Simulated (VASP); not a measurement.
# NaGeCl3 (P4/mmm) in VASP: single point with PBE

Aim: the single point of NaGeCl3 with PBE.

Program: VASP 6.6.1. These are calculated values, not measurements. Logs are shortened: lines on timing, memory, paths and dates and some standing lists are left out, and cuts for length are marked.

## 1. The cell of the first run

Symmetry: P4/mmm, No. 123, tetragonal system. The conventional cell has a = 5.450 Å, b = 5.450 Å, c = 5.112 Å, α = 90.00°, β = 90.00°, γ = 90.00°. Na (site symmetry 4/mmm) has 12 Cl at 3.74 to 3.85 Å and 8 Ge at 4.62 Å within 4.9 Å. Within 3.4 Å of Ge (site symmetry 4/mmm) lie 6 Cl at 2.56 to 2.73 Å. Cl (site symmetry 4/mmm) has 2 Ge at 2.56 Å within 3.4 Å. Cl (site symmetry mmm) has 2 Ge at 2.73 Å within 3.6 Å.

## 2. Single point, PBE (epitaxial xy strain +5.0%)

INCAR

```
ALGO = Normal
EDIFF = 1E-6
ENCUT = 520
GGA = PE
ISIF = 2
ISMEAR = -1
LASPH = T
LCHARG = F
LREAL = F
LWAVE = F
NBANDS = 29
NELM = 60
PREC = Accurate
SIGMA = 0.02
```

KPOINTS

```
k-points
0
Gamma
  6 6 6
```

POSCAR

```
NaGeCl3
1.0
    5.4504139987      0.0000000000      0.0000000000
    0.0000000000      5.4504139987      0.0000000000
    0.0000000000      0.0000000000      5.1123418075
Na Ge Cl
1 1 3
Direct
    0.0000000000      0.0000000000      0.0000000000
    0.5000000000      0.5000000000      0.5000000000
    0.5000000000      0.5000000000      0.0000000000
    0.5000000000      0.0000000000      0.5000000000
    0.0000000000      0.5000000000      0.5000000000
```

Potentials or basis: VASP PAW PBE potentials, release 64 (Na_pv, Ge_d, Cl).

Run with:

```console
$ cat potpaw_PBE.64/Na_pv/POTCAR potpaw_PBE.64/Ge_d/POTCAR potpaw_PBE.64/Cl/POTCAR > POTCAR
$ mpirun -np 1 vasp_std > vasp.out
```

OUTCAR:

```text
EDIFF = 1E-6
   ENCUT = 520
   GGA = PE
   ISIF = 2
   ISMEAR = -1
   LASPH = T
   LREAL = F
   NELM = 60
   PREC = Accurate

 ion  position               nearest neighbor table
   1  0.000  0.000  0.000-
   2  0.500  0.500  0.500-   3 2.56   3 2.56   5 2.73   4 2.73   4 2.73   5 2.73
   3  0.500  0.500  0.000-   2 2.56   2 2.56
   4  0.500  0.000  0.500-   2 2.73   2 2.73
   5  0.000  0.500  0.500-   2 2.73   2 2.73

  LATTYP: Found a simple tetragonal cell.
 ALAT       =     5.4504139987
 C/A-ratio  =     0.9379731170

  Lattice vectors:

 A1 = (   5.4504139987,   0.0000000000,   0.0000000000)
 A2 = (   0.0000000000,   5.4504139987,   0.0000000000)
 A3 = (   0.0000000000,   0.0000000000,   5.1123418075)

Analysis of symmetry for initial positions (statically):
=====================================================================
 Subroutine PRICEL returns:
 Original cell was already a primitive cell.

 Routine SETGRP: Setting up the symmetry group for a
 simple tetragonal supercell.

 Subroutine GETGRP returns: Found 16 space group operations
 (whereof 16 operations were pure point group operations)
 out of a pool of 16 trial point group operations.

The static configuration has the point symmetry D_4h.

Analysis of symmetry for dynamics (positions and initial velocities):
=====================================================================
 Subroutine PRICEL returns:
 Original cell was already a primitive cell.

 Routine SETGRP: Setting up the symmetry group for a
 simple tetragonal supercell.

 Subroutine GETGRP returns: Found 16 space group operations
 (whereof 16 operations were pure point group operations)
 out of a pool of 16 trial point group operations.

The dynamic configuration has the point symmetry D_4h.

 Subroutine INISYM returns: Found 16 space group operations
 (whereof 16 operations are pure point group operations),
 and found     1 'primitive' translations

----------------------------------------------------------------------------------------

                                     Primitive cell

  volume of cell :     151.8724

  direct lattice vectors                    reciprocal lattice vectors
     5.450413999  0.000000000  0.000000000     0.183472301  0.000000000  0.000000000
     0.000000000  5.450413999  0.000000000     0.000000000  0.183472301  0.000000000
     0.000000000  0.000000000  5.112341808     0.000000000  0.000000000  0.195605074

  length of vectors
     5.450413999  5.450413999  5.112341808     0.183472301  0.183472301  0.195605074

  position of ions in fractional coordinates (direct lattice)
     0.000000000  0.000000000  0.000000000
     0.500000000  0.500000000  0.500000000
     0.500000000  0.500000000  0.000000000
     0.500000000  0.000000000  0.500000000
     0.000000000  0.500000000  0.500000000

  ion indices of the primitive-cell ions
   primitive index   ion index
                 1           1
                 2           2
                 3           3
                 4           4
                 5           5

----------------------------------------------------------------------------------------

 KPOINTS: k-points

Automatic generation of k-mesh.
 Grid dimensions read from file:
 generate k-points for:    6    6    6

 Generating k-lattice:

  Cartesian coordinates                     Fractional coordinates (reciprocal lattice)
     0.030578717  0.000000000  0.000000000     0.166666667  0.000000000  0.000000000
     0.000000000  0.030578717  0.000000000     0.000000000  0.166666667  0.000000000
     0.000000000  0.000000000  0.032600846     0.000000000  0.000000000  0.166666667

  Length of vectors
     0.030578717  0.030578717  0.032600846

  Shift w.r.t. Gamma in fractional coordinates (k-lattice)
     0.000000000  0.000000000  0.000000000

 Subroutine IBZKPT returns following result:
 ===========================================

 Found     40 irreducible k-points:

 Following reciprocal coordinates:
            Coordinates               Weight
  0.000000  0.000000  0.000000      1.000000
  0.166667  0.000000  0.000000      4.000000
  0.333333  0.000000  0.000000      4.000000
  0.500000  0.000000  0.000000      2.000000
  0.166667  0.166667  0.000000      4.000000
  0.333333  0.166667  0.000000      8.000000
[... 16 lines left out ...]
  0.333333  0.000000  0.333333      8.000000
  0.500000  0.000000  0.333333      4.000000
 [... further k-points ...]
   k-points           NKPTS =     40   k-points in BZ     NKDIM =     40   number of bands    NBANDS=     29
   number of dos      NEDOS =    301   number of ions     NIONS =      5
   total plane-waves  NPLWV =  70560
   dimension x,y,z NGX =    42 NGY =   42 NGZ =   40
   dimension x,y,z NGXF=    84 NGYF=   84 NGZF=   80
   ions per type =               1   1   3
   NGX,Y,Z   is equivalent  to a cutoff of  12.81, 12.81, 13.01 a.u.
   NGXF,Y,Z  is equivalent  to a cutoff of  25.62, 25.62, 26.01 a.u.
 SYSTEM =  unknown system
   PREC   = accura    normal or accurate (medium, high low for compatibility)
   ISTART =      0    job   : 0-new  1-cont  2-samecut
   ICHARG =      2    charge: 1-file 2-atom 10-const
   ISPIN  =      1    spin polarized calculation?
   LNONCOLLINEAR =      F non collinear calculations
   LSORBIT =      F    spin-orbit coupling
   LASPH  =      T    aspherical Exc in radial PAW
   ENCUT  =  520.0 eV  38.22 Ry    6.18 a.u.  10.13 10.13  9.51*2*pi/ulx,y,z
   NELM   =     60;   NELMIN=  2; NELMDL= -5     # of ELM steps
   EDIFF  = 0.1E-05   stopping-criterion for ELM
   LREAL  =      F    real-space projection
   EDIFFG = 0.1E-04   stopping-criterion for IOM
   NSW    =      0    number of steps for IOM
   IBRION =     -1    ionic relax: 0-MD 1-quasi-New 2-CG
   NFREE  =      0    steps in history (QN), initial steepest desc. (CG)
   ISIF   =      2    stress and relaxation
   ISYM   =      2    0-nonsym 1-usesym 2-fastsym
   POTIM  = 0.5000    time-step for ionic-motion
   TEBEG  =    0.0;   TEEND  =   0.0 temperature during run
   PSTRESS=    0.0 pullay stress
   NELECT =      42.0000    total number of electrons
   NUPDOWN=      -1.0000    fix difference up-down
   EMIN   =  10.00;   EMAX   =-10.00  energy-range for DOS
   EFERMI =   0.00;   METHOD = LEGACY
   ISMEAR =    -1;   SIGMA  =   0.02  broadening in eV -4-tet -1-fermi 0-gaus
   EFERMI_NEDOS =   21; number of points for ismear=-14 and -15
   IALGO  =     38    algorithm
   IMIX   =      4    mixing-type and parameters
     AMIX     =   0.40;   BMIX     =  1.00
     AMIX_MAG =   1.60;   BMIX_MAG =  1.00
  volume/ion in A,a.u.               =      30.37       204.98
  Fermi-wavevector in a.u.,A,eV,Ry     =   1.066592  2.015567 15.478238  1.137618
  Thomas-Fermi vector in A             =   2.202181
   LORBIT       =      0    0 simple, 1 ext, 2 COOP (PROOUT), +10 PAW based schemes
   GGA     = PE    functional components
   LHFCALC =     F    Hartree Fock is set to
   AEXX    =    0.0000 exact exchange contribution
   IVDW    =     0    specifies the selected vdW correction
   LEPSILON=     F    determine dielectric tensor
   LRPA    =     F    only Hartree local field effects (RPA)
 non-spin polarized calculation
  energy-cutoff  :      520.00
  volume of cell :      151.87
 maximum number of plane-waves:      4120
 NGX is ok and might be reduce to    42
   NGX = 21   NGY = 21   NGZ = 19

 number of electron      42.0000030 magnetization

 Free energy of the ion-electron system (eV)
  ---------------------------------------------------
  ext. energy  EPLUGINS =         0.00000000
  ---------------------------------------------------
  free energy    TOTEN  =       -16.59113832 eV

  energy without entropy =      -16.59113832  energy(sigma->0) =      -16.59113832

 E-fermi :   1.8602     XC(G=0):  -7.4326

 val. band max:        1.4054801977   @ k =   0.5000   0.5000   0.5000
 cond. band min:       2.2908929361   @ k =   0.5000   0.5000   0.5000
 fundamental gap:      0.8854127384
 Fermi energy:         1.8601757137

 k-point     1 :       0.0000    0.0000    0.0000
  band No.  band energies     occupation
      1     -23.9417      2.00000
      2     -23.9417      2.00000
      3     -23.9404      2.00000
      4     -23.9025      2.00000
      5     -23.8977      2.00000
      6     -23.8969      2.00000
[... 21 lines left out ...]
     28       7.5671      0.00000
     29       7.5674      0.00000

 k-point     2 :       0.1667    0.0000    0.0000
  band No.  band energies     occupation
      1     -23.9417      2.00000
      2     -23.9417      2.00000
      3     -23.9404      2.00000
      4     -23.9022      2.00000
      5     -23.8976      2.00000
      6     -23.8969      2.00000
[... 21 lines left out ...]
     28       7.5815      0.00000
     29       7.6495      0.00000

 k-point     3 :       0.3333    0.0000    0.0000
  band No.  band energies     occupation
      1     -23.9418      2.00000
      2     -23.9417      2.00000
      3     -23.9404      2.00000
      4     -23.9018      2.00000
      5     -23.8974      2.00000
      6     -23.8970      2.00000
[... 21 lines left out ...]
     28       7.8480      0.00000
     29       7.9355      0.00000

 k-point     4 :       0.5000    0.0000    0.0000
  band No.  band energies     occupation
      1     -23.9418      2.00000
      2     -23.9417      2.00000
      3     -23.9404      2.00000
      4     -23.9016      2.00000
      5     -23.8973      2.00000
      6     -23.8970      2.00000
[... 21 lines left out ...]
     28       7.8667      0.00000
     29       7.9742      0.00000

 k-point     5 :       0.1667    0.1667    0.0000
  band No.  band energies     occupation
      1     -23.9417      2.00000
      2     -23.9417      2.00000
      3     -23.9404      2.00000
      4     -23.9020      2.00000
      5     -23.8975      2.00000
      6     -23.8970      2.00000
[... 21 lines left out ...]
     28       7.7471      0.00000
     29       7.9374      0.00000
[... 510 lines left out ...]
     28       7.6395      0.00000
     29       7.7408      0.00000

 k-point    22 :       0.1667    0.0000    0.3333
  band No.  band energies     occupation
      1     -23.9417      2.00000
      2     -23.9417      2.00000
      3     -23.9407      2.00000
      4     -23.9022      2.00000
      5     -23.8969      2.00000
      6     -23.8950      2.00000
[... 21 lines left out ...]
     28       7.4792      0.00000
     29       8.1399      0.00000

 k-point    23 :       0.3333    0.0000    0.3333
  band No.  band energies     occupation
      1     -23.9418      2.00000
      2     -23.9417      2.00000
      3     -23.9407      2.00000
      4     -23.9018      2.00000
      5     -23.8970      2.00000
      6     -23.8948      2.00000
[... 21 lines left out ...]
     28       7.2686      0.00000
     29       8.8272      0.00000

 k-point    24 :       0.5000    0.0000    0.3333
  band No.  band energies     occupation
      1     -23.9418      2.00000
      2     -23.9417      2.00000
      3     -23.9407      2.00000
      4     -23.9016      2.00000
      5     -23.8970      2.00000
      6     -23.8947      2.00000
[... 21 lines left out ...]
     28       7.1712      0.00000
     29       9.2959      0.00000

 [... further k-points ...]

------------------------ aborting loop because EDIFF is reached ----------------------------------------

  FORCE on cell =-STRESS in cart. coord.  units (eV):
  Direction    XX          YY          ZZ          XY          YZ          ZX
  --------------------------------------------------------------------------------------
  -------------------------------------------------------------------------------------
  Total       -2.1024614     -2.1024614      0.4623718      0.0000000     -0.0000000      0.0000000
  in kB      -22.1799080    -22.1799080      4.8777899      0.0000000     -0.0000000      0.0000000
  external PRESSURE =     -13.1606754 kB  Pullay stress =       0.0000000 kB

 VOLUME and BASIS-vectors are now :
 -----------------------------------------------------------------------------
  energy-cutoff  :      520.00
  volume of cell :      151.87
      direct lattice vectors                 reciprocal lattice vectors
     5.450413999  0.000000000  0.000000000     0.183472301  0.000000000  0.000000000
     0.000000000  5.450413999  0.000000000     0.000000000  0.183472301  0.000000000
     0.000000000  0.000000000  5.112341808     0.000000000  0.000000000  0.195605074

 POSITION                                       TOTAL-FORCE (eV/Angst)
 -----------------------------------------------------------------------------------
      0.00000      0.00000      0.00000         0.000000      0.000000      0.000000
      2.72521      2.72521      2.55617         0.000000      0.000000      0.000000
      2.72521      2.72521      0.00000         0.000000      0.000000      0.000000
      2.72521      0.00000      2.55617         0.000000      0.000000      0.000000
      0.00000      2.72521      2.55617         0.000000      0.000000      0.000000
 -----------------------------------------------------------------------------------
    total drift:                                0.000000     -0.000000     -0.000000

  FREE ENERGIE OF THE ION-ELECTRON SYSTEM (eV)
  ---------------------------------------------------
  free  energy   TOTEN  =       -16.5911383230 eV

  energy  without entropy=      -16.5911383230  energy(sigma->0) =      -16.59113832
```

Wall time 75 s (1 thread of Intel Xeon 6975P-C (Granite Rapids), shared host); peak memory 0.34 GiB.

What came out:

```
Free energy            : -16.5911 eV
Pressure               : -1.3 GPa
Band gap on the k mesh : 0.89 eV, direct
```

Levels at points of the mesh, in eV from the valence-band top:
| k point | band 19 | band 20 | band 21 | band 22 | band 23 | band 24 |
| --- | --- | --- | --- | --- | --- | --- |
| (0.00, 0.00, 0.00) | -2.80 | -2.80 | -2.79 | 1.67 | 5.02 | 5.02 |
| (0.50, 0.00, 0.00) | -2.85 | -2.79 | -2.13 | 1.92 | 3.03 | 4.17 |
| (0.50, 0.50, 0.00) | -3.02 | -2.39 | -1.25 | 1.56 | 1.56 | 3.50 |
| (0.00, 0.00, 0.50) | -2.81 | -2.81 | -1.70 | 2.11 | 3.31 | 4.07 |
| (0.50, 0.00, 0.50) | -3.08 | -2.34 | -0.82 | 1.32 | 1.78 | 3.47 |
| (0.50, 0.50, 0.50) | -2.34 | -2.34 | 0.00 | 0.89 | 0.89 | 1.39 |

Caveat: the cell differs from its parent crystal (epitaxial xy strain +5.0%). A k mesh can miss the band edges.
